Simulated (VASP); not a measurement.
Write the native input for VASP 6.6.1 that does the following.

```
Task                   : single point
Functional             : PBE
Dispersion             : D3(BJ)
Potentials or basis    : VASP PAW PBE potentials, release 64 (Se, W_sv)
Cutoff                 : 520 eV
k mesh                 : 9 × 9 × 1
Occupations            : gaussian, width 0.02 eV
Spin                   : no spin polarisation
Dipole correction      : yes
Further INCAR settings : ALGO = Normal; EDIFF = 1e-06; NBANDS = 20
```

The structure of WSe2 lies in POSCAR:

```
WSe2
1.0
    3.2420000000      0.0000000000      0.0000000000
   -1.6210000000      2.8076543591      0.0000000000
    0.0000000000      0.0000000000     32.7373831004
Se W
2 1
Direct
    0.3333333333      0.6666666667      0.4458570041
    0.3333333333      0.6666666667      0.5541429959
    0.6666666667      0.3333333333      0.5000000000
```

One way to write it, as run:

INCAR

```
  ALGO = Normal
  DIPOL = 0.5 0.5 0.500
  EDIFF = 1E-6
  ENCUT = 520
  GGA = PE
  IDIPOL = 3
  ISIF = 2
  ISMEAR = 0
  IVDW = 12
  LASPH = T
  LCHARG = F
  LDIPOL = T
  LREAL = F
  LWAVE = F
  NBANDS = 20
  NELM = 100
  PREC = Accurate
  SIGMA = 0.02
```

KPOINTS

```
k-points
0
Gamma
  9 9 1
```

Potentials or basis: VASP PAW PBE potentials, release 64 (Se, W_sv).

Run with:

```bash
$ cat potpaw_PBE.64/Se/POTCAR potpaw_PBE.64/W_sv/POTCAR > POTCAR
$ mpirun -np 1 vasp_std > vasp.out
```

Results of the run:

The largest force is 1.094 eV/Å. The band gap on the k mesh is 1.43 eV, indirect (least direct gap 1.99 eV). The dispersion energy per atom is -0.340 eV.

Caveat: spin-orbit coupling is left out, which moves the levels of the heavy elements.

Run time: 98 s on 1 thread of AMD EPYC 9R45 96-Core Processor (Zen 5), on a shared host, peak memory 0.35 GiB.
